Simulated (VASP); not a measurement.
# Ta7HN9 in VASP: single point with PBE+D3(BJ)

Aim: the single point of Ta7HN9 with PBE+D3(BJ).

All numbers are computed with VASP 6.6.1; they aren't measurements. Logs are shortened: lines on timing, memory, paths and dates and some standing lists are left out, and cuts for length are marked.

**1. The cell of the first run**

The cell holds a slab with vacuum, 17 atoms: a = 5.188 Å, b = 5.188 Å, c = 24.810 Å, α = 90.00°, β = 90.00°, γ = 120.00°.

**2. Single point, PBE+D3(BJ)**

INCAR reads:

```
PREC     = Accurate       # precision mode
ENCUT    = 520            # plane-wave cutoff, eV
EDIFF    = 1E-6           # SCF threshold, eV
ISMEAR   = 0              # smearing method
SIGMA    = 0.1            # smearing width, eV
LREAL    = Auto         
LASPH    = T              # aspherical terms in the spheres
NELM     = 60             # most SCF steps
ALGO     = Normal         # electronic algorithm
ISIF     = 2              # what is computed and relaxed
LWAVE    = F              # write WAVECAR
LCHARG   = F              # write CHGCAR
LDIPOL   = T            
IDIPOL   = 3            
DIPOL    = 0.5 0.5 0.472
GGA      = PE             # functional
IVDW     = 12             # dispersion correction
NBANDS   = 76             # bands
```

KPOINTS reads:

```
regular mesh
0
Gamma
  6 6 1
```

POSCAR reads:

```
Ta7HN9
1.0
    5.1879833335      0.0000000000      0.0000000000
   -2.5939916668      4.4929253613      0.0000000000
    0.0000000000      0.0000000000     24.8103236785
Ta N H
7 9 1
Direct
    0.0000000000      0.0000000000      0.3425993192
    0.3333333333      0.6666666667      0.4011467585
    0.6666666667      0.3333333333      0.4011467585
   -0.0000038156      0.0000025302      0.4560500842
    0.3333324308      0.6666654197      0.5218271296
    0.6666721819      0.3333353039      0.5218260494
    0.0000267721     -0.0000336401      0.5910070676
    0.0000000000      0.3934071347      0.3425993192
    0.3934071347      0.0000000000      0.3425993192
    0.6065928653      0.6065928653      0.3425993192
   -0.0000016937      0.3889305617      0.4620404033
    0.3889213662      0.0000144730      0.4620392286
    0.6110701299      0.6110869508      0.4620399483
    0.0000122597      0.3571172071      0.5703237816
    0.3571954125     -0.0000225273      0.5703343923
    0.6428495381      0.6428287698      0.5703287403
    0.0000285796      0.9999643333      0.6627065931
```

Potentials or basis: VASP PAW PBE potentials, release 64 (Ta_pv, N, H).

The run is started by

```
$ cat potpaw_PBE.64/Ta_pv/POTCAR potpaw_PBE.64/N/POTCAR potpaw_PBE.64/H/POTCAR > POTCAR
$ mpirun -np 1 vasp_std > vasp.out
```

OUTCAR:

```text
PREC = Accurate
   ENCUT = 520
   EDIFF = 1E-6
   ISMEAR = 0
   LREAL = Auto
   LASPH = T
   NELM = 60
   ISIF = 2
   GGA = PE
   IVDW = 12
 IVDW          = 12

 ion  position               nearest neighbor table
   1  0.000  0.000  0.343-   9 2.04  10 2.04   8 2.04   4 2.81   2 3.33   3 3.33   3 3.33   2 3.33
                             3 3.33   2 3.33
   2  0.333  0.667  0.401-   9 2.16   8 2.16  10 2.16  13 2.20  11 2.20  12 2.20   5 2.99   3 3.00
                             3 3.00   3 3.00   4 3.29   4 3.29   4 3.29   1 3.33   1 3.33   1 3.33
   3  0.667  0.333  0.401-   8 2.16   9 2.16  10 2.16  12 2.20  11 2.20  13 2.20   6 2.99   2 3.00
                             2 3.00   2 3.00   4 3.29   4 3.29   4 3.29   1 3.33   1 3.33   1 3.33
   4  1.000  0.000  0.456-  12 2.02  13 2.02  11 2.02   1 2.81   3 3.29   2 3.29   2 3.29   3 3.29
                             3 3.29   2 3.29   7 3.35   6 3.41   5 3.41   5 3.41   6 3.41   6 3.41
   5  0.333  0.667  0.522-  15 2.06  14 2.06  16 2.06  13 2.19  11 2.19  12 2.19   2 2.99   6 3.00
                             6 3.00   6 3.00   4 3.41   4 3.41   4 3.41   7 3.45   7 3.45   7 3.45
   6  0.667  0.333  0.522-  16 2.06  14 2.06  15 2.06  11 2.19  12 2.19  13 2.19   3 2.99   5 3.00
                             5 3.00   5 3.00   4 3.41   4 3.41   4 3.41   7 3.45   7 3.45   7 3.45
   7  0.000  1.000  0.591-  17 1.78  15 1.92  16 1.92  14 1.92   4 3.35   5 3.45   6 3.45   6 3.45
                             5 3.45   5 3.45   6 3.45
   8  0.000  0.393  0.343-   1 2.04   3 2.16   2 2.16
   9  0.393  0.000  0.343-   1 2.04   2 2.16   3 2.16
  10  0.607  0.607  0.343-   1 2.04   2 2.16   3 2.16
  11  1.000  0.389  0.462-   4 2.02   6 2.19   5 2.19   3 2.20   2 2.20
  12  0.389  0.000  0.462-   4 2.02   6 2.19   5 2.19   3 2.20   2 2.20
  13  0.611  0.611  0.462-   4 2.02   5 2.19   6 2.19   2 2.20   3 2.20
  14  0.000  0.357  0.570-   7 1.92   5 2.06   6 2.06
  15  0.357  1.000  0.570-   7 1.92   5 2.06   6 2.06
  16  0.643  0.643  0.570-   7 1.92   6 2.06   5 2.06
  17  0.000  1.000  0.663-   7 1.78

  LATTYP: Found a hexagonal cell.
 ALAT       =     5.1879833335
 C/A-ratio  =     4.7822674214

  Lattice vectors:

 A1 = (   5.1879833335,   0.0000000000,   0.0000000000)
 A2 = (  -2.5939916668,   4.4929253613,   0.0000000000)
 A3 = (   0.0000000000,   0.0000000000,  24.8103236785)

Analysis of symmetry for initial positions (statically):
=====================================================================
 Subroutine PRICEL returns:
 Original cell was already a primitive cell.

 Routine SETGRP: Setting up the symmetry group for a
 hexagonal supercell.

 Subroutine GETGRP returns: Found  1 space group operations
 (whereof  1 operations were pure point group operations)
 out of a pool of 24 trial point group operations.

The static configuration has the point symmetry C_1 .

Analysis of symmetry for dynamics (positions and initial velocities):
=====================================================================
 Subroutine PRICEL returns:
 Original cell was already a primitive cell.

 Routine SETGRP: Setting up the symmetry group for a
 hexagonal supercell.

 Subroutine GETGRP returns: Found  1 space group operations
 (whereof  1 operations were pure point group operations)
 out of a pool of 24 trial point group operations.

The dynamic configuration has the point symmetry C_1 .

 Subroutine INISYM returns: Found  1 space group operations
 (whereof  1 operations are pure point group operations),
 and found     1 'primitive' translations

----------------------------------------------------------------------------------------

                                     Primitive cell

  volume of cell :     578.3093

  direct lattice vectors                    reciprocal lattice vectors
     5.187983334  0.000000000  0.000000000     0.192753125  0.111286069  0.000000000
    -2.593991667  4.492925361  0.000000000     0.000000000  0.222572137  0.000000000
     0.000000000  0.000000000 24.810323679     0.000000000  0.000000000  0.040305802

  length of vectors
     5.187983334  5.187983334 24.810323679     0.222572137  0.222572137  0.040305802

  position of ions in fractional coordinates (direct lattice)
     0.000000000  0.000000000  0.342599319
     0.333333333  0.666666667  0.401146758
     0.666666667  0.333333333  0.401146758
     0.999996184  0.000002530  0.456050084
     0.333332431  0.666665420  0.521827130
[... 45 lines left out ...]
     0.000000000  0.037095356  0.000000000     0.000000000  0.166666667  0.000000000
     0.000000000  0.000000000  0.040305802     0.000000000  0.000000000  1.000000000

  Length of vectors
     0.037095356  0.037095356  0.040305802

  Shift w.r.t. Gamma in fractional coordinates (k-lattice)
     0.000000000  0.000000000  0.000000000

 Subroutine IBZKPT returns following result:
 ===========================================

 Found     20 irreducible k-points:

 Following reciprocal coordinates:
            Coordinates               Weight
  0.000000  0.000000  0.000000      1.000000
  0.166667  0.000000  0.000000      2.000000
  0.000000  0.166667  0.000000      2.000000
 -0.166667  0.166667  0.000000      2.000000
  0.333333  0.000000  0.000000      2.000000
  0.000000  0.333333  0.000000      2.000000
[... 12 lines left out ...]
  0.500000 -0.166667  0.000000      2.000000
  0.333333  0.333333  0.000000      2.000000
   k-points           NKPTS =     20   k-points in BZ     NKDIM =     20   number of bands    NBANDS=     76
   number of dos      NEDOS =    301   number of ions     NIONS =     17
   total plane-waves  NPLWV = 307200
   dimension x,y,z NGX =    40 NGY =   40 NGZ =  192
   dimension x,y,z NGXF=    80 NGYF=   80 NGZF=  384
   ions per type =               7   9   1
   NGX,Y,Z   is equivalent  to a cutoff of  12.82, 12.82, 12.87 a.u.
   NGXF,Y,Z  is equivalent  to a cutoff of  25.64, 25.64, 25.73 a.u.
 SYSTEM =  unknown system
   PREC   = accura    normal or accurate (medium, high low for compatibility)
   ISTART =      0    job   : 0-new  1-cont  2-samecut
   ICHARG =      2    charge: 1-file 2-atom 10-const
   ISPIN  =      1    spin polarized calculation?
   LNONCOLLINEAR =      F non collinear calculations
   LSORBIT =      F    spin-orbit coupling
   LASPH  =      T    aspherical Exc in radial PAW
   ENCUT  =  520.0 eV  38.22 Ry    6.18 a.u.   9.65  9.65 46.13*2*pi/ulx,y,z
   NELM   =     60;   NELMIN=  2; NELMDL= -5     # of ELM steps
   EDIFF  = 0.1E-05   stopping-criterion for ELM
   LREAL  =      T    real-space projection
   EDIFFG = 0.1E-04   stopping-criterion for IOM
   NSW    =      0    number of steps for IOM
   IBRION =     -1    ionic relax: 0-MD 1-quasi-New 2-CG
   NFREE  =      0    steps in history (QN), initial steepest desc. (CG)
   ISIF   =      2    stress and relaxation
   ISYM   =      2    0-nonsym 1-usesym 2-fastsym
   POTIM  = 0.5000    time-step for ionic-motion
   TEBEG  =    0.0;   TEEND  =   0.0 temperature during run
   PSTRESS=    0.0 pullay stress
   NELECT =     123.0000    total number of electrons
   NUPDOWN=      -1.0000    fix difference up-down
   EMIN   =  10.00;   EMAX   =-10.00  energy-range for DOS
   EFERMI =   0.00;   METHOD = LEGACY
   ISMEAR =     0;   SIGMA  =   0.10  broadening in eV -4-tet -1-fermi 0-gaus
   EFERMI_NEDOS =   21; number of points for ismear=-14 and -15
   IALGO  =     38    algorithm
   IMIX   =      4    mixing-type and parameters
     AMIX     =   0.40;   BMIX     =  1.00
     AMIX_MAG =   1.60;   BMIX_MAG =  1.00
  volume/ion in A,a.u.               =      34.02       229.57
  Fermi-wavevector in a.u.,A,eV,Ry     =   0.977214  1.846667 12.992853  0.954948
  Thomas-Fermi vector in A             =   2.107894
   LORBIT       =      0    0 simple, 1 ext, 2 COOP (PROOUT), +10 PAW based schemes
   GGA     = PE    functional components
   LHFCALC =     F    Hartree Fock is set to
   AEXX    =    0.0000 exact exchange contribution
   IVDW    =    12    specifies the selected vdW correction
   LEPSILON=     F    determine dielectric tensor
   LRPA    =     F    only Hartree local field effects (RPA)
 non-spin polarized calculation
 Gauss-broadening in eV      SIGMA  =   0.10
  energy-cutoff  :      520.00
  volume of cell :      578.31
 maximum number of plane-waves:     15645
 NGX is ok and might be reduce to    40
   NGX = 19   NGY = 19   NGZ = 93

 dipolmoment           0.000000      0.000000     -0.001825 electrons x Angstroem

 number of electron     123.0000004 magnetization

 dipolmoment           0.000000      0.000000      0.056916 electrons x Angstroem

 Free energy of the ion-electron system (eV)
  ---------------------------------------------------
  ext. energy  EPLUGINS =         0.00000000
  ---------------------------------------------------
  free energy    TOTEN  =      -171.42307958 eV

  energy without entropy =     -171.36828955  energy(sigma->0) =     -171.39568456

 E-fermi :  -1.7407     XC(G=0):  -4.7406

 val. band max:       -1.7728802818   @ k =  -0.3333   0.5000   0.0000
 cond. band min:      -1.7125783373   @ k =  -0.3333   0.1667   0.0000
 fundamental gap:      0.0603019445
 Fermi energy:        -1.7407132593

 k-point     1 :       0.0000    0.0000    0.0000
  band No.  band energies     occupation
      1     -37.1396      2.00000
      2     -37.1396      2.00000
      3     -36.9233      2.00000
      4     -36.7719      2.00000
      5     -36.7718      2.00000
      6     -36.7562      2.00000
[... 1509 lines left out ...]
     72       1.7297      0.00000
     73       1.7299      0.00000
 [bands above 73 left out]

------------------------ aborting loop because EDIFF is reached ----------------------------------------

 vacuum level on the upper side and lower side of the slab       (xc-potential included)         0.078        -0.344

 Edisp (eV)   -4.42113

 E8    (eV) :    -2.0529

  FORCE on cell =-STRESS in cart. coord.  units (eV):
  Direction    XX          YY          ZZ          XY          YZ          ZX
  --------------------------------------------------------------------------------------
  -------------------------------------------------------------------------------------
  Total      -0.38789    -0.38891   -11.79676     0.00060     0.00235    -0.00238
  in kB      -1.07463    -1.07746   -32.68233     0.00165     0.00652    -0.00659
  external pressure =      -11.61 kB  Pullay stress =        0.00 kB

 VOLUME and BASIS-vectors are now :
 -----------------------------------------------------------------------------
  energy-cutoff  :      520.00
  volume of cell :      578.31
      direct lattice vectors                 reciprocal lattice vectors
     5.187983334  0.000000000  0.000000000     0.192753125  0.111286069  0.000000000
    -2.593991667  4.492925361  0.000000000     0.000000000  0.222572137  0.000000000
     0.000000000  0.000000000 24.810323679     0.000000000  0.000000000  0.040305802

 POSITION                                       TOTAL-FORCE (eV/Angst)
 -----------------------------------------------------------------------------------
      0.00000      0.00000      8.50000         0.000096     -0.000070      0.818267
     -0.00000      2.99528      9.95258        -0.000401      0.000292     -4.259825
      2.59399      1.49764      9.95258        -0.000286      0.000437     -4.259844
      5.18796      0.00001     11.31475        -0.000145      0.000379     -0.021026
     -0.00000      2.99528     12.94670         0.001160     -0.000319     -0.024770
      2.59402      1.49765     12.94667         0.000486     -0.000972     -0.024535
[... 9 lines left out ...]
      1.66760      2.88818     14.15004        -0.029712     -0.051185      0.030424
     -2.59375      4.49277     16.44197        -0.000111      0.000044      0.001193
 -----------------------------------------------------------------------------------
    total drift:                               -0.000101      0.000236      0.004028

  FREE ENERGIE OF THE ION-ELECTRON SYSTEM (eV)
  ---------------------------------------------------
  free  energy   TOTEN  =      -175.8442126046 eV

  energy  without entropy=     -175.7894225689  energy(sigma->0) =     -175.81681759

 vacuum level on the upper side and lower side of the slab         3.903         3.475
```

Wall time 25 min (1 thread of Intel Xeon 6975P-C (Granite Rapids), shared host); peak memory 0.96 GiB.

What came out:

```yaml
Free_energy: -175.8442 eV
Largest_force: 4.260 eV/Å
Band_gap_on_the_k_mesh: zero (an odd number of electrons rules out a gap without spin polarisation)
Dispersion_energy_per_atom: -0.260 eV
```

Forces in eV/Å, atoms in the order of the input:
```
Ta   0.000  0.000  0.818
Ta   0.000  0.000 -4.260
Ta   0.000  0.000 -4.260
Ta   0.000  0.000 -0.021
Ta   0.001  0.000 -0.025
Ta   0.000 -0.001 -0.025
Ta  -0.001  0.001  0.092
N    0.885 -1.533  2.535
N   -1.770  0.000  2.535
N    0.885  1.533  2.535
N   -0.009  0.015 -0.006
N    0.018 -0.001 -0.005
N   -0.008 -0.016 -0.005
N   -0.030  0.051  0.031
N    0.059  0.001  0.030
N   -0.030 -0.051  0.030
H    0.000  0.000  0.001
```

Caveat: spin-orbit coupling is left out, which moves the levels of the heavy elements.
